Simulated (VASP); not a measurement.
# As5S (P6/mmm) in VASP: further runs

As5S is run at these levels: PBE; tasks: single point, relaxation of cell and atoms.

Everything below comes from runs of VASP 6.6.1. Logs are shortened: lines on timing, memory, paths and dates and some standing lists are left out, and cuts for length are marked.

### 1 The cell of the first run

Symmetry: P6/mmm, No. 191, hexagonal system. The conventional cell has a = 5.258 Å, b = 5.258 Å, c = 5.139 Å, α = 90.00°, β = 90.00°, γ = 120.00°. Within 3.9 Å of As (site symmetry -6m2) lie 9 As at 2.98 to 3.04 Å and 3 S at 3.04 Å. As (site symmetry mmm) has 8 As at 2.63 to 2.98 Å within 3.5 Å. S (site symmetry 6/mmm) has 18 As at 3.04 to 3.68 Å within 4.0 Å.

The cell was built from a structure type or drawn by symmetry, and may not be a known phase.

### 2 Single point, PBE

The input, INCAR:

```
PREC     = Accurate       # precision mode
ENCUT    = 520            # plane-wave cutoff, eV
EDIFF    = 1E-6           # SCF threshold, eV
ISMEAR   = 0              # smearing method
SIGMA    = 0.1            # smearing width, eV
LREAL    = F              # projectors in reciprocal space
LASPH    = T              # aspherical terms in the spheres
NELM     = 80             # most SCF steps
ALGO     = Normal         # electronic algorithm
ISIF     = 2              # what is computed and relaxed
LWAVE    = F              # write WAVECAR
LCHARG   = F              # write CHGCAR
GGA      = PE             # functional
NBANDS   = 24             # bands
```

The input, KPOINTS:

```
Automatic mesh
0
Gamma
  6 6 4
```

The input, POSCAR:

```
As5S
1.0
    5.2581846966      0.0000000000      0.0000000000
   -2.6290923483      4.5537215250      0.0000000000
    0.0000000000      0.0000000000      5.1388726672
As S
5 1
Direct
    0.3333333333      0.6666666667      0.0000000000
    0.6666666667      0.3333333333      0.0000000000
    0.5000000000      0.0000000000      0.5000000000
    0.5000000000      0.5000000000      0.5000000000
    0.0000000000      0.5000000000      0.5000000000
    0.0000000000      0.0000000000      0.0000000000
```

Potentials or basis: VASP PAW PBE potentials, release 64 (As, S).

Run with:

```console
$ cat potpaw_PBE.64/As/POTCAR potpaw_PBE.64/S/POTCAR > POTCAR
$ mpirun -np 1 vasp_std > vasp.out
```

OUTCAR:

```text
PREC = Accurate
   ENCUT = 520
   EDIFF = 1E-6
   ISMEAR = 0
   LREAL = F
   LASPH = T
   NELM = 80
   ISIF = 2
   GGA = PE

 ion  position               nearest neighbor table
   1  0.333  0.667  0.000-
   2  0.667  0.333  0.000-
   3  0.500  0.000  0.500-   4 2.63   5 2.63   4 2.63   5 2.63
   4  0.500  0.500  0.500-   3 2.63   3 2.63   5 2.63   5 2.63
   5  0.000  0.500  0.500-   3 2.63   3 2.63   4 2.63   4 2.63
   6  0.000  0.000  0.000-

  LATTYP: Found a hexagonal cell.
 ALAT       =     5.2581846966
 C/A-ratio  =     0.9773092738

  Lattice vectors:

 A1 = (   5.2581846966,   0.0000000000,   0.0000000000)
 A2 = (  -2.6290923483,   4.5537215250,   0.0000000000)
 A3 = (   0.0000000000,   0.0000000000,   5.1388726672)

Analysis of symmetry for initial positions (statically):
=====================================================================
 Subroutine PRICEL returns:
 Original cell was already a primitive cell.

 Routine SETGRP: Setting up the symmetry group for a
 hexagonal supercell.

 Subroutine GETGRP returns: Found 24 space group operations
 (whereof 24 operations were pure point group operations)
 out of a pool of 24 trial point group operations.

The static configuration has the point symmetry D_6h.

Analysis of symmetry for dynamics (positions and initial velocities):
=====================================================================
 Subroutine PRICEL returns:
 Original cell was already a primitive cell.

 Routine SETGRP: Setting up the symmetry group for a
 hexagonal supercell.

 Subroutine GETGRP returns: Found 24 space group operations
 (whereof 24 operations were pure point group operations)
 out of a pool of 24 trial point group operations.

The dynamic configuration has the point symmetry D_6h.

 Subroutine INISYM returns: Found 24 space group operations
 (whereof 24 operations are pure point group operations),
 and found     1 'primitive' translations

----------------------------------------------------------------------------------------

                                     Primitive cell

  volume of cell :     123.0468

  direct lattice vectors                    reciprocal lattice vectors
     5.258184697  0.000000000  0.000000000     0.190179702  0.109800302  0.000000000
    -2.629092348  4.553721525  0.000000000     0.000000000  0.219600605  0.000000000
     0.000000000  0.000000000  5.138872667     0.000000000  0.000000000  0.194595209

  length of vectors
     5.258184697  5.258184697  5.138872667     0.219600605  0.219600605  0.194595209

  position of ions in fractional coordinates (direct lattice)
     0.333333333  0.666666667  0.000000000
     0.666666667  0.333333333  0.000000000
     0.500000000  0.000000000  0.500000000
     0.500000000  0.500000000  0.500000000
     0.000000000  0.500000000  0.500000000
     0.000000000  0.000000000  0.000000000

  ion indices of the primitive-cell ions
   primitive index   ion index
                 1           1
                 2           2
                 3           3
                 4           4
                 5           5
                 6           6

----------------------------------------------------------------------------------------

 KPOINTS: Automatic mesh

Automatic generation of k-mesh.
 Grid dimensions read from file:
 generate k-points for:    6    6    4

 Generating k-lattice:

  Cartesian coordinates                     Fractional coordinates (reciprocal lattice)
     0.031696617  0.018300050  0.000000000     0.166666667  0.000000000  0.000000000
     0.000000000  0.036600101  0.000000000     0.000000000  0.166666667  0.000000000
     0.000000000  0.000000000  0.048648802     0.000000000  0.000000000  0.250000000

  Length of vectors
     0.036600101  0.036600101  0.048648802

  Shift w.r.t. Gamma in fractional coordinates (k-lattice)
     0.000000000  0.000000000  0.000000000

 Subroutine IBZKPT returns following result:
 ===========================================

 Found     21 irreducible k-points:

 Following reciprocal coordinates:
            Coordinates               Weight
  0.000000  0.000000  0.000000      1.000000
  0.166667 -0.000000  0.000000      6.000000
  0.333333  0.000000  0.000000      6.000000
  0.500000  0.000000  0.000000      3.000000
  0.166667  0.166667  0.000000      6.000000
  0.333333  0.166667  0.000000     12.000000
[... 13 lines left out ...]
  0.333333  0.166667  0.500000     12.000000
  0.333333  0.333333  0.500000      2.000000
   k-points           NKPTS =     21   k-points in BZ     NKDIM =     21   number of bands    NBANDS=     24
   number of dos      NEDOS =    301   number of ions     NIONS =      6
   total plane-waves  NPLWV =  64000
   dimension x,y,z NGX =    40 NGY =   40 NGZ =   40
   dimension x,y,z NGXF=    80 NGYF=   80 NGZF=   80
   ions per type =               5   1
   NGX,Y,Z   is equivalent  to a cutoff of  12.65, 12.65, 12.94 a.u.
   NGXF,Y,Z  is equivalent  to a cutoff of  25.29, 25.29, 25.88 a.u.
 SYSTEM =  unknown system
   PREC   = accura    normal or accurate (medium, high low for compatibility)
   ISTART =      0    job   : 0-new  1-cont  2-samecut
   ICHARG =      2    charge: 1-file 2-atom 10-const
   ISPIN  =      1    spin polarized calculation?
   LNONCOLLINEAR =      F non collinear calculations
   LSORBIT =      F    spin-orbit coupling
   LASPH  =      T    aspherical Exc in radial PAW
   ENCUT  =  520.0 eV  38.22 Ry    6.18 a.u.   9.78  9.78  9.55*2*pi/ulx,y,z
   NELM   =     80;   NELMIN=  2; NELMDL= -5     # of ELM steps
   EDIFF  = 0.1E-05   stopping-criterion for ELM
   LREAL  =      F    real-space projection
   EDIFFG = 0.1E-04   stopping-criterion for IOM
   NSW    =      0    number of steps for IOM
   IBRION =     -1    ionic relax: 0-MD 1-quasi-New 2-CG
   NFREE  =      0    steps in history (QN), initial steepest desc. (CG)
   ISIF   =      2    stress and relaxation
   ISYM   =      2    0-nonsym 1-usesym 2-fastsym
   POTIM  = 0.5000    time-step for ionic-motion
   TEBEG  =    0.0;   TEEND  =   0.0 temperature during run
   PSTRESS=    0.0 pullay stress
   NELECT =      31.0000    total number of electrons
   NUPDOWN=      -1.0000    fix difference up-down
   EMIN   =  10.00;   EMAX   =-10.00  energy-range for DOS
   EFERMI =   0.00;   METHOD = LEGACY
   ISMEAR =     0;   SIGMA  =   0.10  broadening in eV -4-tet -1-fermi 0-gaus
   EFERMI_NEDOS =   21; number of points for ismear=-14 and -15
   IALGO  =     38    algorithm
   IMIX   =      4    mixing-type and parameters
     AMIX     =   0.40;   BMIX     =  1.00
     AMIX_MAG =   1.60;   BMIX_MAG =  1.00
  volume/ion in A,a.u.               =      20.51       138.39
  Fermi-wavevector in a.u.,A,eV,Ry     =   1.033964  1.953908 14.545732  1.069081
  Thomas-Fermi vector in A             =   2.168236
   LORBIT       =      0    0 simple, 1 ext, 2 COOP (PROOUT), +10 PAW based schemes
   GGA     = PE    functional components
   LHFCALC =     F    Hartree Fock is set to
   AEXX    =    0.0000 exact exchange contribution
   IVDW    =     0    specifies the selected vdW correction
   LEPSILON=     F    determine dielectric tensor
   LRPA    =     F    only Hartree local field effects (RPA)
 non-spin polarized calculation
 Gauss-broadening in eV      SIGMA  =   0.10
  energy-cutoff  :      520.00
  volume of cell :      123.05
 maximum number of plane-waves:      3367
 NGX is ok and might be reduce to    40
   NGX = 19   NGY = 19   NGZ = 19

 number of electron      31.0000001 magnetization

 Free energy of the ion-electron system (eV)
  ---------------------------------------------------
  ext. energy  EPLUGINS =         0.00000000
  ---------------------------------------------------
  free energy    TOTEN  =       -24.11714003 eV

  energy without entropy =      -24.10317028  energy(sigma->0) =      -24.11015515

 E-fermi :   5.2359     XC(G=0): -10.2113

 val. band max:        5.2294727562   @ k =   0.3333   0.0000   0.2500
 cond. band min:       5.3281467030   @ k =   0.3333   0.0000   0.5000
 fundamental gap:      0.0986739468
 Fermi energy:         5.2358696321

 k-point     1 :       0.0000    0.0000    0.0000
  band No.  band energies     occupation
      1      -9.6885      2.00000
      2      -6.6038      2.00000
      3      -4.6061      2.00000
      4      -4.4681      2.00000
      5      -3.6621      2.00000
      6      -3.6621      2.00000
[... 16 lines left out ...]
     23      10.6573      0.00000
     24      10.6573      0.00000

 k-point     2 :       0.1667   -0.0000    0.0000
  band No.  band energies     occupation
      1      -9.5230      2.00000
      2      -6.5337      2.00000
      3      -5.5262      2.00000
      4      -4.5863      2.00000
      5      -3.7873      2.00000
      6      -3.2737      2.00000
[... 16 lines left out ...]
     23      10.2030      0.00000
     24      11.0709      0.00000

 k-point     3 :       0.3333    0.0000    0.0000
  band No.  band energies     occupation
      1      -9.0493      2.00000
      2      -6.9157      2.00000
      3      -6.2092      2.00000
      4      -4.7166      2.00000
      5      -4.0028      2.00000
      6      -3.5035      2.00000
[... 16 lines left out ...]
     23       9.9863      0.00000
     24      11.4550      0.00000
[... 433 lines left out ...]
 k-point    20 :       0.3333    0.1667    0.5000
  band No.  band energies     occupation
      1      -7.8499      2.00000
      2      -6.9687      2.00000
      3      -6.5699      2.00000
      4      -6.1066      2.00000
      5      -5.3381      2.00000
      6      -3.9800      2.00000
[... 16 lines left out ...]
     23       8.3291      0.00000
     24      10.4450      0.00000

 k-point    21 :       0.3333    0.3333    0.5000
  band No.  band energies     occupation
      1      -7.2575      2.00000
      2      -7.2575      2.00000
      3      -6.5234      2.00000
      4      -6.0535      2.00000
      5      -6.0535      2.00000
      6      -4.1612      2.00000
[... 16 lines left out ...]
     23       7.9693      0.00000
     24       8.1056      0.00000

------------------------ aborting loop because EDIFF is reached ----------------------------------------

  FORCE on cell =-STRESS in cart. coord.  units (eV):
  Direction    XX          YY          ZZ          XY          YZ          ZX
  --------------------------------------------------------------------------------------
  -------------------------------------------------------------------------------------
  Total       -0.0293516     -0.0293516     -0.1105263      0.0000000      0.0000000     -0.0000000
  in kB       -0.3821844     -0.3821844     -1.4391502      0.0000000      0.0000000     -0.0000000
  external PRESSURE =      -0.7345063 kB  Pullay stress =       0.0000000 kB

 VOLUME and BASIS-vectors are now :
 -----------------------------------------------------------------------------
  energy-cutoff  :      520.00
  volume of cell :      123.05
      direct lattice vectors                 reciprocal lattice vectors
     5.258184697  0.000000000  0.000000000     0.190179702  0.109800302  0.000000000
    -2.629092348  4.553721525  0.000000000     0.000000000  0.219600605  0.000000000
     0.000000000  0.000000000  5.138872667     0.000000000  0.000000000  0.194595209

 POSITION                                       TOTAL-FORCE (eV/Angst)
 -----------------------------------------------------------------------------------
     -0.00000      3.03581      0.00000         0.000000     -0.000000      0.000000
      2.62909      1.51791      0.00000        -0.000000     -0.000000      0.000000
      2.62909      0.00000      2.56944        -0.000000      0.000000      0.000000
      1.31455      2.27686      2.56944        -0.000000      0.000000      0.000000
     -1.31455      2.27686      2.56944        -0.000000      0.000000      0.000000
      0.00000      0.00000      0.00000        -0.000000      0.000000      0.000000
 -----------------------------------------------------------------------------------
    total drift:                                0.000000     -0.000000      0.000000

  FREE ENERGIE OF THE ION-ELECTRON SYSTEM (eV)
  ---------------------------------------------------
  free  energy   TOTEN  =       -24.1171400342 eV

  energy  without entropy=      -24.1031702755  energy(sigma->0) =      -24.11015515
```

Wall time 96 s (1 thread of AMD EPYC 7R13, shared host); peak memory 0.22 GiB.

Results:

```yaml
Free_energy: -24.1171 eV
Pressure: -0.1 GPa
Band_gap_on_the_k_mesh: zero (an odd number of electrons rules out a gap without spin polarisation)
```

Stress tensor (GPa, compression positive):
```
-0.04  0.00  0.00
 0.00 -0.04  0.00
 0.00  0.00 -0.14
```

Levels at points of the mesh, in eV from the Fermi level:
| k point | band 13 | band 14 | band 15 | band 16 | band 17 | band 18 | band 19 | band 20 |
| --- | --- | --- | --- | --- | --- | --- | --- | --- |
| (0.00, 0.00, 0.00) | -1.85 | -1.85 | -1.34 | -0.76 | -0.26 | -0.26 | 3.69 | 3.69 |
| (0.50, 0.00, 0.00) | -1.04 | -0.67 | -0.56 | -0.40 | -0.09 | 0.56 | 1.41 | 2.46 |
| (0.00, 0.00, 0.50) | -3.32 | -1.92 | -1.62 | -0.53 | 1.84 | 3.12 | 3.12 | 3.59 |
| (0.50, 0.00, 0.50) | -0.80 | -0.30 | -0.10 | 0.14 | 0.35 | 0.72 | 0.99 | 0.99 |

[end of part 1 of 2]
